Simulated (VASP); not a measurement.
# NaCl (Fm-3m) in VASP: a series of runs

Runs on NaCl. Level: r2SCAN. Tasks: single point.

Everything below comes from runs of VASP 6.6.1. Logs are shortened: lines on timing, memory, paths and dates and some standing lists are left out, and cuts for length are marked.

## Step 1: The cell of the first run

It takes space group Fm-3m (No. 225, cubic). The conventional cell has a = 5.605 Å, b = 5.605 Å, c = 5.605 Å, α = 90.00°, β = 90.00°, γ = 90.00°. Na (site symmetry m-3m) has 6 Cl at 2.80 Å within 3.7 Å. Cl (site symmetry m-3m) has 6 Na at 2.80 Å within 3.7 Å.

## Step 2: Single point, r2SCAN

POSCAR reads:

```
NaCl
1.0
    0.0000000000      2.8027319616      2.8027319616
    2.8027319616      0.0000000000      2.8027319616
    2.8027319616      2.8027319616      0.0000000000
Na Cl
1 1
Direct
    0.0000000000      0.0000000000      0.0000000000
    0.5000000000      0.5000000000      0.5000000000
```

INCAR.step1 reads:

```
PREC     = Accurate       # precision mode
ENCUT    = 520            # plane-wave cutoff, eV
ISMEAR   = 0              # smearing method
SIGMA    = 0.05           # smearing width, eV
LREAL    = False          # projectors in reciprocal space
LASPH    = True           # aspherical terms in the spheres
NELM     = 100            # most SCF steps
NBANDS   = 14             # bands
GGA      = PE             # functional
ALGO     = Normal         # electronic algorithm
EDIFF    = 1E-4           # SCF threshold, eV
LWAVE    = True           # write WAVECAR
LCHARG   = False          # write CHGCAR
```

INCAR.step2 reads:

```
PREC     = Accurate       # precision mode
ENCUT    = 520            # plane-wave cutoff, eV
EDIFF    = 1E-6           # SCF threshold, eV
ISMEAR   = 0              # smearing method
SIGMA    = 0.05           # smearing width, eV
LREAL    = False          # projectors in reciprocal space
LASPH    = True           # aspherical terms in the spheres
NELM     = 100            # most SCF steps
ALGO     = Normal         # electronic algorithm
ISIF     = 2              # what is computed and relaxed
LWAVE    = False          # write WAVECAR
LCHARG   = False          # write CHGCAR
METAGGA  = R2SCAN         # meta-GGA
LMIXTAU  = True         
NBANDS   = 14             # bands
ISTART   = 1
```

KPOINTS reads:

```
Automatic mesh
0
Gamma
  6 6 6
```

Potentials or basis: VASP PAW PBE potentials, release 64 (Na_pv, Cl).

Command:

```
> cat potpaw_PBE.64/Na_pv/POTCAR potpaw_PBE.64/Cl/POTCAR > POTCAR
> cp INCAR.step1 INCAR
> mpirun -np 1 vasp_std > vasp.out
> cp INCAR.step2 INCAR
> mpirun -np 1 vasp_std > vasp.out
```

OUTCAR:

```text
PREC = Accurate
   ENCUT = 520
   EDIFF = 1E-6
   ISMEAR = 0
   LREAL = False
   LASPH = True
   NELM = 100
   ISIF = 2
   METAGGA = R2SCAN
   ISTART = 1

 ion  position               nearest neighbor table
   1  0.000  0.000  0.000-
   2  0.500  0.500  0.500-

  LATTYP: Found a face centered cubic cell.
 ALAT       =     5.6054639232

  Lattice vectors:

 A1 = (   0.0000000000,   2.8027319616,   2.8027319616)
 A2 = (   2.8027319616,   0.0000000000,   2.8027319616)
 A3 = (   2.8027319616,   2.8027319616,   0.0000000000)

Analysis of symmetry for initial positions (statically):
=====================================================================
 Subroutine PRICEL returns:
 Original cell was already a primitive cell.

 Routine SETGRP: Setting up the symmetry group for a
 face centered cubic supercell.

 Subroutine GETGRP returns: Found 48 space group operations
 (whereof 48 operations were pure point group operations)
 out of a pool of 48 trial point group operations.

The static configuration has the point symmetry O_h .

Analysis of symmetry for dynamics (positions and initial velocities):
=====================================================================
 Subroutine PRICEL returns:
 Original cell was already a primitive cell.

 Routine SETGRP: Setting up the symmetry group for a
 face centered cubic supercell.

 Subroutine GETGRP returns: Found 48 space group operations
 (whereof 48 operations were pure point group operations)
 out of a pool of 48 trial point group operations.

The dynamic configuration has the point symmetry O_h .

 Subroutine INISYM returns: Found 48 space group operations
 (whereof 48 operations are pure point group operations),
 and found     1 'primitive' translations

----------------------------------------------------------------------------------------

                                     Primitive cell

  volume of cell :      44.0326

  direct lattice vectors                    reciprocal lattice vectors
     0.000000000  2.802731962  2.802731962    -0.178397366  0.178397366  0.178397366
     2.802731962  0.000000000  2.802731962     0.178397366 -0.178397366  0.178397366
     2.802731962  2.802731962  0.000000000     0.178397366  0.178397366 -0.178397366

  length of vectors
     3.963661552  3.963661552  3.963661552     0.308993302  0.308993302  0.308993302

  position of ions in fractional coordinates (direct lattice)
     0.000000000  0.000000000  0.000000000
     0.500000000  0.500000000  0.500000000

  ion indices of the primitive-cell ions
   primitive index   ion index
                 1           1
                 2           2

----------------------------------------------------------------------------------------

 KPOINTS: Automatic mesh

Automatic generation of k-mesh.
 Grid dimensions read from file:
 generate k-points for:    6    6    6

 Generating k-lattice:

  Cartesian coordinates                     Fractional coordinates (reciprocal lattice)
    -0.029732894  0.029732894  0.029732894     0.166666667  0.000000000  0.000000000
     0.029732894 -0.029732894  0.029732894     0.000000000  0.166666667  0.000000000
     0.029732894  0.029732894 -0.029732894     0.000000000  0.000000000  0.166666667

  Length of vectors
     0.051498884  0.051498884  0.051498884

  Shift w.r.t. Gamma in fractional coordinates (k-lattice)
     0.000000000  0.000000000  0.000000000

 Subroutine IBZKPT returns following result:
 ===========================================

 Found     16 irreducible k-points:

 Following reciprocal coordinates:
            Coordinates               Weight
  0.000000  0.000000  0.000000      1.000000
  0.166667  0.000000  0.000000      8.000000
  0.333333  0.000000  0.000000      8.000000
  0.500000  0.000000  0.000000      4.000000
  0.166667  0.166667  0.000000      6.000000
  0.333333  0.166667  0.000000     24.000000
[... 8 lines left out ...]
 -0.333333  0.333333  0.166667     24.000000
 -0.333333  0.500000  0.166667     12.000000
   k-points           NKPTS =     16   k-points in BZ     NKDIM =     16   number of bands    NBANDS=     14
   number of dos      NEDOS =    301   number of ions     NIONS =      2
   total plane-waves  NPLWV =  27000
   dimension x,y,z NGX =    30 NGY =   30 NGZ =   30
   dimension x,y,z NGXF=    60 NGYF=   60 NGZF=   60
   ions per type =               1   1
   NGX,Y,Z   is equivalent  to a cutoff of  12.58, 12.58, 12.58 a.u.
   NGXF,Y,Z  is equivalent  to a cutoff of  25.17, 25.17, 25.17 a.u.
 SYSTEM =  unknown system
   PREC   = accura    normal or accurate (medium, high low for compatibility)
   ISTART =      1    job   : 0-new  1-cont  2-samecut
   ICHARG =      0    charge: 1-file 2-atom 10-const
   ISPIN  =      1    spin polarized calculation?
   LNONCOLLINEAR =      F non collinear calculations
   LSORBIT =      F    spin-orbit coupling
   LASPH  =      T    aspherical Exc in radial PAW
   ENCUT  =  520.0 eV  38.22 Ry    6.18 a.u.   7.37  7.37  7.37*2*pi/ulx,y,z
   NELM   =    100;   NELMIN=  2; NELMDL=  0     # of ELM steps
   EDIFF  = 0.1E-05   stopping-criterion for ELM
   LREAL  =      F    real-space projection
[... 7 lines left out ...]
   TEBEG  =    0.0;   TEEND  =   0.0 temperature during run
   PSTRESS=    0.0 pullay stress
   NELECT =      14.0000    total number of electrons
   NUPDOWN=      -1.0000    fix difference up-down
   EMIN   =  10.00;   EMAX   =-10.00  energy-range for DOS
   EFERMI =   0.00;   METHOD = LEGACY
   ISMEAR =     0;   SIGMA  =   0.05  broadening in eV -4-tet -1-fermi 0-gaus
   EFERMI_NEDOS =   21; number of points for ismear=-14 and -15
   IALGO  =     38    algorithm
   IMIX   =      4    mixing-type and parameters
     AMIX     =   0.40;   BMIX     =  1.00
     AMIX_MAG =   1.60;   BMIX_MAG =  1.00
  volume/ion in A,a.u.               =      22.02       148.57
  Fermi-wavevector in a.u.,A,eV,Ry     =   1.117359  2.111502 16.986744  1.248490
  Thomas-Fermi vector in A             =   2.253981
   LORBIT       =      0    0 simple, 1 ext, 2 COOP (PROOUT), +10 PAW based schemes
   METAGGA = R2SCAN    functional components
   LHFCALC =     F    Hartree Fock is set to
   AEXX    =    0.0000 exact exchange contribution
   IVDW    =     0    specifies the selected vdW correction
   LEPSILON=     F    determine dielectric tensor
   LRPA    =     F    only Hartree local field effects (RPA)
 non-spin polarized calculation
 Gauss-broadening in eV      SIGMA  =   0.05
  energy-cutoff  :      520.00
  volume of cell :       44.03
 maximum number of plane-waves:      1243
 NGX is ok and might be reduce to    30
   NGX = 15   NGY = 15   NGZ = 15

 number of electron      14.0000003 magnetization

 Free energy of the ion-electron system (eV)
  ---------------------------------------------------
  ext. energy  EPLUGINS =         0.00000000
  ---------------------------------------------------
  free energy    TOTEN  =       -13.79007309 eV

  energy without entropy =      -13.79007309  energy(sigma->0) =      -13.79007309

 E-fermi :  -0.8191     XC(G=0):  -8.7307

 val. band max:       -1.0573616336   @ k =   0.0000   0.0000   0.0000
 cond. band min:       4.9408032640   @ k =   0.0000   0.0000   0.0000
 fundamental gap:      5.9981648976
 Fermi energy:        -0.8191197922

 k-point     1 :       0.0000    0.0000    0.0000
  band No.  band energies     occupation
      1     -22.5428      2.00000
      2     -22.5425      2.00000
      3     -22.5425      2.00000
      4     -14.3222      2.00000
      5      -1.0574      2.00000
      6      -1.0574      2.00000
      7      -1.0574      2.00000
      8       4.9408      0.00000
      9      10.7204      0.00000
     10      10.7204      0.00000
     11      10.7204      0.00000
     12      12.9929      0.00000
     13      12.9929      0.00000
     14      14.6262      0.00000

 k-point     2 :       0.1667    0.0000    0.0000
  band No.  band energies     occupation
      1     -22.5503      2.00000
      2     -22.5433      2.00000
      3     -22.5430      2.00000
      4     -14.2360      2.00000
      5      -1.6605      2.00000
      6      -1.1330      2.00000
      7      -1.1330      2.00000
      8       5.7548      0.00000
      9       9.9459      0.00000
     10      11.0454      0.00000
     11      11.0456      0.00000
     12      12.7314      0.00000
     13      12.7315      0.00000
     14      16.0008      0.00000

 k-point     3 :       0.3333    0.0000    0.0000
  band No.  band energies     occupation
      1     -22.5658      2.00000
      2     -22.5443      2.00000
      3     -22.5440      2.00000
      4     -14.0560      2.00000
      5      -2.6226      2.00000
      6      -1.2773      2.00000
      7      -1.2773      2.00000
      8       6.7911      0.00000
      9       9.9248      0.00000
     10      10.9640      0.00000
     11      10.9643      0.00000
     12      13.8511      0.00000
     13      13.8512      0.00000
     14      15.3941      0.00000
[... 188 lines left out ...]
 k-point    15 :      -0.3333    0.3333    0.1667
  band No.  band energies     occupation
      1     -22.5633      2.00000
      2     -22.5539      2.00000
      3     -22.5487      2.00000
      4     -13.9107      2.00000
      5      -2.5761      2.00000
      6      -2.0844      2.00000
      7      -1.6169      2.00000
      8       8.6004      0.00000
      9       9.0934      0.00000
     10       9.7056      0.00000
     11      11.7872      0.00000
     12      14.1207      0.00000
     13      15.7277      0.00000
     14      16.5744      0.00000

 k-point    16 :      -0.3333    0.5000    0.1667
  band No.  band energies     occupation
      1     -22.5599      2.00000
      2     -22.5538      2.00000
      3     -22.5526      2.00000
      4     -13.8979      2.00000
      5      -2.5543      2.00000
      6      -2.0089      2.00000
      7      -1.7978      2.00000
      8       8.3211      0.00000
      9       8.4496      0.00000
     10      10.3053      0.00000
     11      12.0502      0.00000
     12      15.3959      0.00000
     13      16.1682      0.00000
     14      16.3648      0.00000

------------------------ aborting loop because EDIFF is reached ----------------------------------------

  FORCE on cell =-STRESS in cart. coord.  units (eV):
  Direction    XX          YY          ZZ          XY          YZ          ZX
  --------------------------------------------------------------------------------------
  -------------------------------------------------------------------------------------
  Total       -0.0411653     -0.0411653     -0.0411653      0.0000000     -0.0000000      0.0000000
  in kB       -1.4978477     -1.4978477     -1.4978477      0.0000000     -0.0000000      0.0000000
  external PRESSURE =      -1.4978477 kB  Pullay stress =       0.0000000 kB

 VOLUME and BASIS-vectors are now :
 -----------------------------------------------------------------------------
  energy-cutoff  :      520.00
  volume of cell :       44.03
      direct lattice vectors                 reciprocal lattice vectors
     0.000000000  2.802731962  2.802731962    -0.178397366  0.178397366  0.178397366
     2.802731962  0.000000000  2.802731962     0.178397366 -0.178397366  0.178397366
     2.802731962  2.802731962  0.000000000     0.178397366  0.178397366 -0.178397366

 POSITION                                       TOTAL-FORCE (eV/Angst)
 -----------------------------------------------------------------------------------
      0.00000      0.00000      0.00000        -0.000000      0.000000      0.000000
      2.80273      2.80273      2.80273         0.000000     -0.000000     -0.000000
 -----------------------------------------------------------------------------------
    total drift:                               -0.000000      0.000000      0.000000

  FREE ENERGIE OF THE ION-ELECTRON SYSTEM (eV)
  ---------------------------------------------------
  free  energy   TOTEN  =       -13.7900730930 eV

  energy  without entropy=      -13.7900730930  energy(sigma->0) =      -13.79007309
```

Wall time 26 s (1 thread of AMD EPYC 9R45 (Zen 5), shared host); peak memory 0.14 GiB.

What came out:

- Free energy: -13.7901 eV
- Pressure: -0.1 GPa
- Band gap on the k mesh: 6.00 eV

Caveat: the PAW data sets were made with another functional, which shifts forces and pressure a little. r2SCAN opens gaps a little over a GGA but as a rule still falls short of measured ones.

## Step 3: Single point, r2SCAN

POSCAR is that of step 2.

INCAR.step1 reads:

```
ALGO = Normal ; EDIFF = 1E-4
ENCUT = 520 ; GGA = PE
ISMEAR = -1 ; LASPH = True
LCHARG = False ; LREAL = False
LWAVE = True ; NBANDS = 14
NELM = 80 ; PREC = Accurate
SIGMA = 0.2
```

INCAR.step2 reads:

```
ALGO = Normal ; EDIFF = 1E-6
ENCUT = 520 ; ISIF = 2
ISMEAR = -1 ; ISTART = 1
LASPH = True ; LCHARG = False
LMIXTAU = True ; LREAL = False
LWAVE = False ; METAGGA = R2SCAN
NBANDS = 14 ; NELM = 80
PREC = Accurate ; SIGMA = 0.2
```

KPOINTS reads:

```
k-points
0
Gamma
  6 6 6
```

Potentials or basis: VASP PAW PBE potentials, release 64 (Na_pv, Cl).

Command:

```
> cat potpaw_PBE.64/Na_pv/POTCAR potpaw_PBE.64/Cl/POTCAR > POTCAR
> cp INCAR.step1 INCAR
> mpirun -np 1 vasp_std > vasp.out
> cp INCAR.step2 INCAR
> mpirun -np 1 vasp_std > vasp.out
```

Wall time 27 s (1 thread of AMD EPYC 9R45 (Zen 5), shared host); peak memory 0.13 GiB.

The run converged. Its results:

```yaml
Free_energy: -13.7901 eV
Pressure: -0.1 GPa
Band_gap_on_the_k_mesh: 6.00 eV
```

Levels at points of the mesh, in eV from the valence-band top:
| k point | band 4 | band 5 | band 6 | band 7 | band 8 | band 9 | band 10 | band 11 |
| --- | --- | --- | --- | --- | --- | --- | --- | --- |
| (0.00, 0.00, 0.00) | -13.26 | 0.00 | 0.00 | 0.00 | 6.00 | 11.78 | 11.78 | 11.78 |
| (0.50, 0.00, 0.00) | -12.90 | -1.98 | -0.29 | -0.29 | 7.98 | 11.77 | 11.81 | 11.81 |
| (0.50, 0.50, 0.00) | -12.85 | -1.73 | -0.63 | -0.63 | 8.50 | 8.60 | 12.35 | 16.09 |

Caveat: the PAW data sets were made with another functional, which shifts forces and pressure a little.
